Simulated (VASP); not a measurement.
# W (Pm-3n) in VASP: single point with PBE

Aim: the single point of W with PBE.

All numbers are computed with VASP 6.6.1; they aren't measurements. Logs are shortened: lines on timing, memory, paths and dates and some standing lists are left out, and cuts for length are marked.

## Step 1: The cell of the first run

The structure is cubic, space group Pm-3n (No. 223). Conventional cell: a = 5.062 Å, b = 5.062 Å, c = 5.062 Å, α = 90.00°, β = 90.00°, γ = 90.00°. Within 3.3 Å of W (site symmetry -4m2) lie 14 W at 2.53 to 3.10 Å. Within 3.7 Å of W (site symmetry m-3) lie 12 W at 2.83 Å.

## Step 2: Single point, PBE

The input, INCAR:

```
PREC = Accurate ; ENCUT = 520
EDIFF = 1E-6 ; ISMEAR = 0
SIGMA = 0.1 ; LREAL = F
LASPH = T ; NELM = 80
ALGO = Fast ; ISIF = 2
LWAVE = F ; LCHARG = F
GGA = PE ; NBANDS = 66
```

The input, KPOINTS:

```
regular mesh
0
Gamma
  4 4 4
```

The input, POSCAR:

```
W
1.0
    5.0622703800      0.0000000000      0.0000000000
    0.0000000000      5.0622703800      0.0000000000
    0.0000000000      0.0000000000      5.0622703800
W
8
Direct
    0.2500000000      0.0000000000      0.5000000000
    0.7500000000      0.0000000000      0.5000000000
    0.0000000000      0.5000000000      0.2500000000
    0.0000000000      0.5000000000      0.7500000000
    0.5000000000      0.7500000000      0.0000000000
    0.5000000000      0.2500000000      0.0000000000
    0.0000000000      0.0000000000      0.0000000000
    0.5000000000      0.5000000000      0.5000000000
```

Potentials or basis: VASP PAW PBE potentials, release 64 (W_sv).

On the command line:

```sh
$ cat potpaw_PBE.64/W_sv/POTCAR > POTCAR
$ mpirun -np 1 vasp_std > vasp.out
```

OUTCAR:

```text
PREC = Accurate
   ENCUT = 520
   EDIFF = 1E-6
   ISMEAR = 0
   LREAL = F
   LASPH = T
   NELM = 80
   ISIF = 2
   GGA = PE

 ion  position               nearest neighbor table
   1  0.250  0.000  0.500-   2 2.53   2 2.53   8 2.83   7 2.83   8 2.83   7 2.83   4 3.10   5 3.10
                             6 3.10   5 3.10   3 3.10   4 3.10   6 3.10   3 3.10
   2  0.750  0.000  0.500-   1 2.53   1 2.53   8 2.83   7 2.83   8 2.83   7 2.83   4 3.10   5 3.10
                             6 3.10   5 3.10   3 3.10   4 3.10   6 3.10   3 3.10
   3  0.000  0.500  0.250-   4 2.53   4 2.53   8 2.83   7 2.83   7 2.83   8 2.83   1 3.10   5 3.10
                             1 3.10   2 3.10   6 3.10   5 3.10   6 3.10   2 3.10
   4  0.000  0.500  0.750-   3 2.53   3 2.53   8 2.83   7 2.83   7 2.83   8 2.83   1 3.10   5 3.10
                             1 3.10   2 3.10   6 3.10   5 3.10   6 3.10   2 3.10
   5  0.500  0.750  0.000-   6 2.53   6 2.53   8 2.83   8 2.83   7 2.83   7 2.83   3 3.10   1 3.10
                             2 3.10   4 3.10   1 3.10   3 3.10   4 3.10   2 3.10
   6  0.500  0.250  0.000-   5 2.53   5 2.53   8 2.83   8 2.83   7 2.83   7 2.83   3 3.10   1 3.10
                             2 3.10   4 3.10   1 3.10   3 3.10   4 3.10   2 3.10
   7  0.000  0.000  0.000-   1 2.83   2 2.83   3 2.83   4 2.83   5 2.83   6 2.83   1 2.83   2 2.83
                             3 2.83   4 2.83   5 2.83   6 2.83
   8  0.500  0.500  0.500-   1 2.83   2 2.83   3 2.83   4 2.83   5 2.83   6 2.83   5 2.83   6 2.83
                             1 2.83   2 2.83   3 2.83   4 2.83

  LATTYP: Found a simple cubic cell.
 ALAT       =     5.0622703800

  Lattice vectors:

 A1 = (   5.0622703800,   0.0000000000,   0.0000000000)
 A2 = (   0.0000000000,   5.0622703800,   0.0000000000)
 A3 = (   0.0000000000,   0.0000000000,   5.0622703800)

Analysis of symmetry for initial positions (statically):
=====================================================================
 Subroutine PRICEL returns:
 Original cell was already a primitive cell.

 Routine SETGRP: Setting up the symmetry group for a
 simple cubic supercell.

 Subroutine GETGRP returns: Found 48 space group operations
 (whereof 24 operations were pure point group operations)
 out of a pool of 48 trial point group operations.

The static configuration has the point symmetry T_h .
 The point group associated with its full space group is O_h .

Analysis of symmetry for dynamics (positions and initial velocities):
=====================================================================
 Subroutine PRICEL returns:
 Original cell was already a primitive cell.

 Routine SETGRP: Setting up the symmetry group for a
 simple cubic supercell.

 Subroutine GETGRP returns: Found 48 space group operations
 (whereof 24 operations were pure point group operations)
 out of a pool of 48 trial point group operations.

The dynamic configuration has the point symmetry T_h .
 The point group associated with its full space group is O_h .

 Subroutine INISYM returns: Found 48 space group operations
 (whereof 24 operations are pure point group operations),
 and found     1 'primitive' translations

----------------------------------------------------------------------------------------

                                     Primitive cell

  volume of cell :     129.7287

  direct lattice vectors                    reciprocal lattice vectors
     5.062270380  0.000000000  0.000000000     0.197539824  0.000000000  0.000000000
     0.000000000  5.062270380  0.000000000     0.000000000  0.197539824  0.000000000
     0.000000000  0.000000000  5.062270380     0.000000000  0.000000000  0.197539824

  length of vectors
     5.062270380  5.062270380  5.062270380     0.197539824  0.197539824  0.197539824

  position of ions in fractional coordinates (direct lattice)
     0.250000000  0.000000000  0.500000000
     0.750000000  0.000000000  0.500000000
     0.000000000  0.500000000  0.250000000
     0.000000000  0.500000000  0.750000000
     0.500000000  0.750000000  0.000000000
     0.500000000  0.250000000  0.000000000
     0.000000000  0.000000000  0.000000000
     0.500000000  0.500000000  0.500000000

  ion indices of the primitive-cell ions
   primitive index   ion index
                 1           1
                 2           2
                 3           3
                 4           4
                 5           5
                 6           6
                 7           7
                 8           8

----------------------------------------------------------------------------------------

 KPOINTS: regular mesh

Automatic generation of k-mesh.
 Grid dimensions read from file:
 generate k-points for:    4    4    4

 Generating k-lattice:

  Cartesian coordinates                     Fractional coordinates (reciprocal lattice)
     0.049384956  0.000000000  0.000000000     0.250000000  0.000000000  0.000000000
     0.000000000  0.049384956  0.000000000     0.000000000  0.250000000  0.000000000
     0.000000000  0.000000000  0.049384956     0.000000000  0.000000000  0.250000000

  Length of vectors
     0.049384956  0.049384956  0.049384956

  Shift w.r.t. Gamma in fractional coordinates (k-lattice)
     0.000000000  0.000000000  0.000000000

 Subroutine IBZKPT returns following result:
 ===========================================

 Found     10 irreducible k-points:

 Following reciprocal coordinates:
            Coordinates               Weight
  0.000000  0.000000  0.000000      1.000000
  0.250000  0.000000  0.000000      6.000000
  0.500000  0.000000  0.000000      3.000000
  0.250000  0.250000  0.000000     12.000000
  0.500000  0.250000  0.000000     12.000000
  0.500000  0.500000  0.000000      3.000000
  0.250000  0.250000  0.250000      8.000000
  0.500000  0.250000  0.250000     12.000000
  0.500000  0.500000  0.250000      6.000000
  0.500000  0.500000  0.500000      1.000000
   k-points           NKPTS =     10   k-points in BZ     NKDIM =     10   number of bands    NBANDS=     66
   number of dos      NEDOS =    301   number of ions     NIONS =      8
   total plane-waves  NPLWV =  64000
   dimension x,y,z NGX =    40 NGY =   40 NGZ =   40
   dimension x,y,z NGXF=    80 NGYF=   80 NGZF=   80
   ions per type =               8
   NGX,Y,Z   is equivalent  to a cutoff of  13.14, 13.14, 13.14 a.u.
   NGXF,Y,Z  is equivalent  to a cutoff of  26.27, 26.27, 26.27 a.u.
 SYSTEM =  unknown system
   PREC   = accura    normal or accurate (medium, high low for compatibility)
   ISTART =      0    job   : 0-new  1-cont  2-samecut
   ICHARG =      2    charge: 1-file 2-atom 10-const
   ISPIN  =      1    spin polarized calculation?
   LNONCOLLINEAR =      F non collinear calculations
   LSORBIT =      F    spin-orbit coupling
   LASPH  =      T    aspherical Exc in radial PAW
   ENCUT  =  520.0 eV  38.22 Ry    6.18 a.u.   9.41  9.41  9.41*2*pi/ulx,y,z
   NELM   =     80;   NELMIN=  2; NELMDL= -5     # of ELM steps
   EDIFF  = 0.1E-05   stopping-criterion for ELM
   LREAL  =      F    real-space projection
   EDIFFG = 0.1E-04   stopping-criterion for IOM
   NSW    =      0    number of steps for IOM
   IBRION =     -1    ionic relax: 0-MD 1-quasi-New 2-CG
   NFREE  =      0    steps in history (QN), initial steepest desc. (CG)
   ISIF   =      2    stress and relaxation
   ISYM   =      2    0-nonsym 1-usesym 2-fastsym
   POTIM  = 0.5000    time-step for ionic-motion
   TEBEG  =    0.0;   TEEND  =   0.0 temperature during run
   PSTRESS=    0.0 pullay stress
   NELECT =     112.0000    total number of electrons
   NUPDOWN=      -1.0000    fix difference up-down
   EMIN   =  10.00;   EMAX   =-10.00  energy-range for DOS
   EFERMI =   0.00;   METHOD = LEGACY
   ISMEAR =     0;   SIGMA  =   0.10  broadening in eV -4-tet -1-fermi 0-gaus
   EFERMI_NEDOS =   21; number of points for ismear=-14 and -15
   IALGO  =     68    algorithm
   IMIX   =      4    mixing-type and parameters
     AMIX     =   0.40;   BMIX     =  1.00
     AMIX_MAG =   1.60;   BMIX_MAG =  1.00
  volume/ion in A,a.u.               =      16.22       109.43
  Fermi-wavevector in a.u.,A,eV,Ry     =   1.558842  2.945785 33.062010  2.429989
  Thomas-Fermi vector in A             =   2.662288
   LORBIT       =      0    0 simple, 1 ext, 2 COOP (PROOUT), +10 PAW based schemes
   GGA     = PE    functional components
   LHFCALC =     F    Hartree Fock is set to
   AEXX    =    0.0000 exact exchange contribution
   IVDW    =     0    specifies the selected vdW correction
   LEPSILON=     F    determine dielectric tensor
   LRPA    =     F    only Hartree local field effects (RPA)
 non-spin polarized calculation
 RMM-DIIS sequential band-by-band and
 Gauss-broadening in eV      SIGMA  =   0.10
  energy-cutoff  :      520.00
  volume of cell :      129.73
 maximum number of plane-waves:      3532
 NGX is ok and might be reduce to    40
   NGX = 19   NGY = 19   NGZ = 19

 number of electron     111.9999971 magnetization

 Free energy of the ion-electron system (eV)
  ---------------------------------------------------
  ext. energy  EPLUGINS =         0.00000000
  ---------------------------------------------------
  free energy    TOTEN  =      -102.93059272 eV

  energy without entropy =     -102.91676375  energy(sigma->0) =     -102.92367823

 E-fermi :  11.0434     XC(G=0): -13.4989

 val. band max:       11.0420377798   @ k =   0.2500   0.0000   0.0000
 cond. band min:      11.1558167456   @ k =   0.5000   0.5000   0.0000
 fundamental gap:      0.1137789657
 Fermi energy:        11.0433891309

 k-point     1 :       0.0000    0.0000    0.0000
  band No.  band energies     occupation
      1     -63.1741      2.00000
      2     -63.1300      2.00000
      3     -63.1300      2.00000
      4     -62.9900      2.00000
      5     -62.9900      2.00000
      6     -62.9900      2.00000
[... 58 lines left out ...]
     65      12.7251      0.00000
     66      13.8480      0.00000

 k-point     2 :       0.2500    0.0000    0.0000
  band No.  band energies     occupation
      1     -63.1630      2.00000
      2     -63.1339      2.00000
      3     -63.1138      2.00000
      4     -63.0127      2.00000
      5     -62.9900      2.00000
      6     -62.9900      2.00000
[... 610 lines left out ...]
     65      13.9153      0.00000
     66      13.9611      0.00000

------------------------ aborting loop because EDIFF is reached ----------------------------------------

  FORCE on cell =-STRESS in cart. coord.  units (eV):
  Direction    XX          YY          ZZ          XY          YZ          ZX
  --------------------------------------------------------------------------------------
  -------------------------------------------------------------------------------------
  Total        2.6303031      2.6303031      2.6303031      0.0000000      0.0000000      0.0000000
  in kB       32.4848121     32.4848121     32.4848121      0.0000000      0.0000000      0.0000000
  external PRESSURE =      32.4848121 kB  Pullay stress =       0.0000000 kB

 VOLUME and BASIS-vectors are now :
 -----------------------------------------------------------------------------
  energy-cutoff  :      520.00
  volume of cell :      129.73
      direct lattice vectors                 reciprocal lattice vectors
     5.062270380  0.000000000  0.000000000     0.197539824  0.000000000  0.000000000
     0.000000000  5.062270380  0.000000000     0.000000000  0.197539824  0.000000000
     0.000000000  0.000000000  5.062270380     0.000000000  0.000000000  0.197539824

 POSITION                                       TOTAL-FORCE (eV/Angst)
 -----------------------------------------------------------------------------------
      1.26557      0.00000      2.53114        -0.000000      0.000000     -0.000000
      3.79670      0.00000      2.53114         0.000000      0.000000      0.000000
      0.00000      2.53114      1.26557        -0.000000     -0.000000      0.000000
      0.00000      2.53114      3.79670        -0.000000     -0.000000      0.000000
      2.53114      3.79670      0.00000         0.000000      0.000000     -0.000000
      2.53114      1.26557      0.00000         0.000000     -0.000000      0.000000
      0.00000      0.00000      0.00000        -0.000000     -0.000000      0.000000
      2.53114      2.53114      2.53114        -0.000000     -0.000000      0.000000
 -----------------------------------------------------------------------------------
    total drift:                               -0.000000     -0.000000      0.000000

  FREE ENERGIE OF THE ION-ELECTRON SYSTEM (eV)
  ---------------------------------------------------
  free  energy   TOTEN  =      -102.9305927179 eV

  energy  without entropy=     -102.9167637517  energy(sigma->0) =     -102.92367823
```

Wall time 3.4 min (1 thread of Intel Xeon 8259CL, shared host); peak memory 0.26 GiB.

Results:

* Free energy: -102.9306 eV
* Pressure: 3.2 GPa
* Band gap on the k mesh: zero (bands 56 and 57 overlap by 0.81 eV)

Levels at points of the mesh, in eV from the Fermi level:
```tsv
k point	band 53	band 54	band 55	band 56	band 57	band 58	band 59	band 60
(0.00, 0.00, 0.00)	-1.62	-1.62	-0.59	-0.59	-0.59	1.48	1.48	1.49
(0.50, 0.00, 0.00)	-1.26	-1.26	-1.08	-1.08	0.41	0.41	0.62	0.62
(0.50, 0.50, 0.00)	-1.37	-1.07	-1.07	0.11	0.11	0.13	0.38	0.83
(0.50, 0.50, 0.50)	-1.55	-1.55	-1.55	-1.55	1.18	1.18	1.18	1.18
```

Caveat: the cell stands under pressure; spin-orbit coupling is left out, which moves the levels of the heavy elements.
